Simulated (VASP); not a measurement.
# Lu (Im-3m) in VASP: further runs

The runs below take Lu through single point, relaxation of cell and atoms, with PBE.

Everything below comes from runs of VASP 6.6.1. Logs are shortened: lines on timing, memory, paths and dates and some standing lists are left out, and cuts for length are marked.

### 1 The cell of the first run

Symmetry: Im-3m, No. 229, cubic system. Conventional cell: a = 3.629 Å, b = 3.629 Å, c = 3.629 Å, α = 90.00°, β = 90.00°, γ = 90.00°. Lu (site symmetry m-3m) has 14 Lu at 3.14 to 3.63 Å within 4.1 Å.

This isn't the form of Lu at room conditions, which is hcp.

### 2 Single point, PBE

INCAR

```
SYSTEM = Lu
PREC     = Accurate       ! precision mode
ENCUT    = 520            ! plane-wave cutoff, eV
EDIFF    = 1E-6           ! SCF threshold, eV
ISMEAR   = -1             ! smearing method
SIGMA    = 0.08           ! smearing width, eV
LREAL    = .False.        ! projectors in reciprocal space
LASPH    = .True.         ! aspherical terms in the spheres
NELM     = 60             ! most SCF steps
ALGO     = Normal         ! electronic algorithm
ISIF     = 2              ! what is computed and relaxed
LWAVE    = .False.        ! write WAVECAR
LCHARG   = .True.         ! write CHGCAR
GGA      = PE             ! functional
LELF     = .True.         ! ELF
LVHAR    = .True.       
NBANDS   = 18             ! bands
```

KPOINTS

```
regular mesh
0
Gamma
  15 15 15
  0 0 0
```

POSCAR

```
Lu
1.0
   -1.8143805018      1.8143805018      1.8143805018
    1.8143805018     -1.8143805018      1.8143805018
    1.8143805018      1.8143805018     -1.8143805018
Lu
1
Direct
    0.0000000000      0.0000000000      0.0000000000
```

Potentials or basis: VASP PAW PBE potentials, release 64 (Lu).

Command:

```sh
$ cat potpaw_PBE.64/Lu/POTCAR > POTCAR
$ mpirun -np 1 vasp_std > vasp.out
```

OUTCAR:

```text
SYSTEM = Lu
   PREC = Accurate
   ENCUT = 520
   EDIFF = 1E-6
   ISMEAR = -1
   LREAL = .False.
   LASPH = .True.
   NELM = 60
   ISIF = 2
   GGA = PE

 ion  position               nearest neighbor table
   1  0.000  0.000  0.000-

  LATTYP: Found a body centered cubic cell.
 ALAT       =     3.6287610036

  Lattice vectors:

 A1 = (  -1.8143805018,   1.8143805018,   1.8143805018)
 A2 = (   1.8143805018,  -1.8143805018,   1.8143805018)
 A3 = (   1.8143805018,   1.8143805018,  -1.8143805018)

Analysis of symmetry for initial positions (statically):
=====================================================================
 Subroutine PRICEL returns:
 Original cell was already a primitive cell.

 Routine SETGRP: Setting up the symmetry group for a
 body centered cubic supercell.

 Subroutine GETGRP returns: Found 48 space group operations
 (whereof 48 operations were pure point group operations)
 out of a pool of 48 trial point group operations.

The static configuration has the point symmetry O_h .

Analysis of symmetry for dynamics (positions and initial velocities):
=====================================================================
 Subroutine PRICEL returns:
 Original cell was already a primitive cell.

 Routine SETGRP: Setting up the symmetry group for a
 body centered cubic supercell.

 Subroutine GETGRP returns: Found 48 space group operations
 (whereof 48 operations were pure point group operations)
 out of a pool of 48 trial point group operations.

The dynamic configuration has the point symmetry O_h .

 Subroutine INISYM returns: Found 48 space group operations
 (whereof 48 operations are pure point group operations),
 and found     1 'primitive' translations

----------------------------------------------------------------------------------------

                                     Primitive cell

  volume of cell :      23.8916

  direct lattice vectors                    reciprocal lattice vectors
    -1.814380502  1.814380502  1.814380502     0.000000000  0.275576154  0.275576154
     1.814380502 -1.814380502  1.814380502     0.275576154  0.000000000  0.275576154
     1.814380502  1.814380502 -1.814380502     0.275576154  0.275576154  0.000000000

  length of vectors
     3.142599213  3.142599213  3.142599213     0.389723534  0.389723534  0.389723534

  position of ions in fractional coordinates (direct lattice)
     0.000000000  0.000000000  0.000000000

  ion indices of the primitive-cell ions
   primitive index   ion index
                 1           1

----------------------------------------------------------------------------------------

 KPOINTS: regular mesh

Automatic generation of k-mesh.
 Grid dimensions read from file:
 generate k-points for:   15   15   15

 Generating k-lattice:

  Cartesian coordinates                     Fractional coordinates (reciprocal lattice)
     0.000000000  0.018371744  0.018371744     0.066666667  0.000000000  0.000000000
     0.018371744  0.000000000  0.018371744     0.000000000  0.066666667  0.000000000
     0.018371744  0.018371744  0.000000000     0.000000000  0.000000000  0.066666667

  Length of vectors
     0.025981569  0.025981569  0.025981569

  Shift w.r.t. Gamma in fractional coordinates (k-lattice)
     0.000000000  0.000000000  0.000000000

 Subroutine IBZKPT returns following result:
 ===========================================

 Found    120 irreducible k-points:

 Following reciprocal coordinates:
            Coordinates               Weight
  0.000000  0.000000  0.000000      1.000000
  0.066667  0.000000  0.000000     12.000000
  0.133333  0.000000  0.000000     12.000000
  0.200000  0.000000  0.000000     12.000000
  0.266667  0.000000  0.000000     12.000000
  0.333333  0.000000  0.000000     12.000000
[... 16 lines left out ...]
  0.333333  0.200000  0.000000     48.000000
  0.400000  0.200000 -0.000000     24.000000
 [... further k-points ...]
   k-points           NKPTS =    120   k-points in BZ     NKDIM =    120   number of bands    NBANDS=     18
   number of dos      NEDOS =    301   number of ions     NIONS =      1
   total plane-waves  NPLWV =  13824
   dimension x,y,z NGX =    24 NGY =   24 NGZ =   24
   dimension x,y,z NGXF=    48 NGYF=   48 NGZF=   48
   ions per type =               1
   NGX,Y,Z   is equivalent  to a cutoff of  12.70, 12.70, 12.70 a.u.
   NGXF,Y,Z  is equivalent  to a cutoff of  25.39, 25.39, 25.39 a.u.
 SYSTEM =  Lu
   PREC   = accura    normal or accurate (medium, high low for compatibility)
   ISTART =      0    job   : 0-new  1-cont  2-samecut
   ICHARG =      2    charge: 1-file 2-atom 10-const
   ISPIN  =      1    spin polarized calculation?
   LNONCOLLINEAR =      F non collinear calculations
   LSORBIT =      F    spin-orbit coupling
   LASPH  =      T    aspherical Exc in radial PAW
   ENCUT  =  520.0 eV  38.22 Ry    6.18 a.u.   5.84  5.84  5.84*2*pi/ulx,y,z
   NELM   =     60;   NELMIN=  2; NELMDL= -5     # of ELM steps
   EDIFF  = 0.1E-05   stopping-criterion for ELM
   LREAL  =      F    real-space projection
   EDIFFG = 0.1E-04   stopping-criterion for IOM
   NSW    =      0    number of steps for IOM
[... 5 lines left out ...]
   TEBEG  =    0.0;   TEEND  =   0.0 temperature during run
   PSTRESS=    0.0 pullay stress
   NELECT =      25.0000    total number of electrons
   NUPDOWN=      -1.0000    fix difference up-down
   EMIN   =  10.00;   EMAX   =-10.00  energy-range for DOS
   EFERMI =   0.00;   METHOD = LEGACY
   ISMEAR =    -1;   SIGMA  =   0.08  broadening in eV -4-tet -1-fermi 0-gaus
   EFERMI_NEDOS =   21; number of points for ismear=-14 and -15
   IALGO  =     38    algorithm
   IMIX   =      4    mixing-type and parameters
     AMIX     =   0.40;   BMIX     =  1.00
     AMIX_MAG =   1.60;   BMIX_MAG =  1.00
  volume/ion in A,a.u.               =      23.89       161.23
  Fermi-wavevector in a.u.,A,eV,Ry     =   1.662034  3.140788 37.584131  2.762356
  Thomas-Fermi vector in A             =   2.748994
   LORBIT       =      0    0 simple, 1 ext, 2 COOP (PROOUT), +10 PAW based schemes
   GGA     = PE    functional components
   LHFCALC =     F    Hartree Fock is set to
   AEXX    =    0.0000 exact exchange contribution
   IVDW    =     0    specifies the selected vdW correction
   LEPSILON=     F    determine dielectric tensor
   LRPA    =     F    only Hartree local field effects (RPA)
 non-spin polarized calculation
  energy-cutoff  :      520.00
  volume of cell :       23.89
 maximum number of plane-waves:       664
   NGX = 11   NGY = 11   NGZ = 11

 number of electron      24.9999983 magnetization

 Free energy of the ion-electron system (eV)
  ---------------------------------------------------
  ext. energy  EPLUGINS =         0.00000000
  ---------------------------------------------------
  free energy    TOTEN  =        -4.19217304 eV

  energy without entropy =       -4.15038461  energy(sigma->0) =       -4.17127882

 E-fermi :   3.2243     XC(G=0): -11.6595

 val. band max:        3.2226889505   @ k =  -0.3333   0.3333   0.2000
 cond. band min:       3.2320809069   @ k =   0.2667   0.2667   0.1333
 fundamental gap:      0.0093919565
 Fermi energy:         3.2242534885

 k-point     1 :       0.0000    0.0000    0.0000
  band No.  band energies     occupation
      1     -52.7942      2.00000
      2     -23.0389      2.00000
      3     -23.0389      2.00000
      4     -23.0389      2.00000
      5      -3.4505      2.00000
      6      -1.6828      2.00000
[... 10 lines left out ...]
     17       8.2550      0.00000
     18      15.9771      0.00000

 k-point     2 :       0.0667    0.0000    0.0000
  band No.  band energies     occupation
      1     -52.7908      2.00000
      2     -23.0836      2.00000
      3     -23.0523      2.00000
      4     -23.0393      2.00000
      5      -3.2863      2.00000
      6      -1.6809      2.00000
[... 10 lines left out ...]
     17       8.2513      0.00000
     18      16.1512      0.00000

 k-point     3 :       0.1333    0.0000    0.0000
  band No.  band energies     occupation
      1     -52.7812      2.00000
      2     -23.2077      2.00000
      3     -23.0900      2.00000
      4     -23.0402      2.00000
      5      -2.8145      2.00000
      6      -1.6760      2.00000
[... 10 lines left out ...]
     17       8.2588      0.00000
     18      16.5614      0.00000

 k-point     4 :       0.2000    0.0000    0.0000
  band No.  band energies     occupation
      1     -52.7670      2.00000
      2     -23.3852      2.00000
      3     -23.1449      2.00000
      4     -23.0415      2.00000
      5      -2.0996      2.00000
      6      -1.6703      2.00000
[... 10 lines left out ...]
     17       8.3184      0.00000
     18      16.7488      0.00000

 k-point     5 :       0.2667    0.0000    0.0000
  band No.  band energies     occupation
      1     -52.7507      2.00000
      2     -23.5821      2.00000
      3     -23.2072      2.00000
      4     -23.0431      2.00000
      5      -1.6663      2.00000
      6      -1.6372      2.00000
[... 10 lines left out ...]
     17       8.4661      0.00000
     18      16.0954      0.00000

 k-point     6 :       0.3333    0.0000    0.0000
  band No.  band energies     occupation
      1     -52.7350      2.00000
      2     -23.7638      2.00000
      3     -23.2660      2.00000
      4     -23.0447      2.00000
      5      -1.6656      2.00000
      6      -1.6239      2.00000
[... 307 lines left out ...]
 k-point    21 :       0.2000    0.2000    0.0000
  band No.  band energies     occupation
      1     -52.7313      2.00000
      2     -23.7295      2.00000
      3     -23.2966      2.00000
      4     -23.1148      2.00000
      5      -1.6487      2.00000
      6      -1.6319      2.00000
[... 10 lines left out ...]
     17       9.7726      0.00000
     18      15.0027      0.00000

 k-point    22 :       0.2667    0.2000   -0.0000
  band No.  band energies     occupation
      1     -52.7197      2.00000
      2     -23.8095      2.00000
      3     -23.3829      2.00000
      4     -23.1277      2.00000
      5      -1.6448      2.00000
      6      -1.6419      2.00000
[... 10 lines left out ...]
     17      11.0061      0.00000
     18      13.9771      0.00000

 k-point    23 :       0.3333    0.2000    0.0000
  band No.  band energies     occupation
      1     -52.7119      2.00000
      2     -23.8560      2.00000
      3     -23.4508      2.00000
      4     -23.1339      2.00000
      5      -1.6494      2.00000
      6      -1.6435      2.00000
[... 10 lines left out ...]
     17      12.0791      0.00000
     18      12.9720      0.00000

 k-point    24 :       0.4000    0.2000   -0.0000
  band No.  band energies     occupation
      1     -52.7091      2.00000
      2     -23.8707      2.00000
      3     -23.4765      2.00000
      4     -23.1358      2.00000
      5      -1.6510      2.00000
      6      -1.6440      2.00000
[... 10 lines left out ...]
     17      12.1752      0.00000
     18      12.8977      0.00000

 [... further k-points ...]

------------------------ aborting loop because EDIFF is reached ----------------------------------------

  FORCE on cell =-STRESS in cart. coord.  units (eV):
  Direction    XX          YY          ZZ          XY          YZ          ZX
  --------------------------------------------------------------------------------------
  -------------------------------------------------------------------------------------
  Total        1.9910962      1.9910962      1.9910962      0.0000000      0.0000000     -0.0000000
  in kB      133.5235064    133.5235064    133.5235064      0.0000000      0.0000000     -0.0000000
  external PRESSURE =     133.5235064 kB  Pullay stress =       0.0000000 kB

 VOLUME and BASIS-vectors are now :
 -----------------------------------------------------------------------------
  energy-cutoff  :      520.00
  volume of cell :       23.89
      direct lattice vectors                 reciprocal lattice vectors
    -1.814380502  1.814380502  1.814380502     0.000000000  0.275576154  0.275576154
     1.814380502 -1.814380502  1.814380502     0.275576154  0.000000000  0.275576154
     1.814380502  1.814380502 -1.814380502     0.275576154  0.275576154  0.000000000

 POSITION                                       TOTAL-FORCE (eV/Angst)
 -----------------------------------------------------------------------------------
      0.00000      0.00000      0.00000        -0.000000     -0.000000     -0.000000
 -----------------------------------------------------------------------------------
    total drift:                               -0.000000      0.000000      0.000000

  FREE ENERGIE OF THE ION-ELECTRON SYSTEM (eV)
  ---------------------------------------------------
  free  energy   TOTEN  =        -4.1921730350 eV

  energy  without entropy=       -4.1503846130  energy(sigma->0) =       -4.17127882
```

Wall time 76 s (1 thread of AMD EPYC 7R43 (Zen 3), shared host); peak memory 0.15 GiB.

Results:

- Free energy: -4.1922 eV
- Pressure: 13.4 GPa
- Band gap on the k mesh: zero (an odd number of electrons rules out a gap without spin polarisation)

Levels at points of the mesh, in eV from the Fermi level:
```csv
k point,band 10,band 11,band 12,band 13,band 14,band 15
"(0.00, 0.00, 0.00)",-4.75,-4.75,-4.72,2.32,2.32,2.32
```

Caveat: the cell stands under pressure; spin-orbit coupling is left out, which moves the levels of the heavy elements.

(Continued in part 2 of 2.)
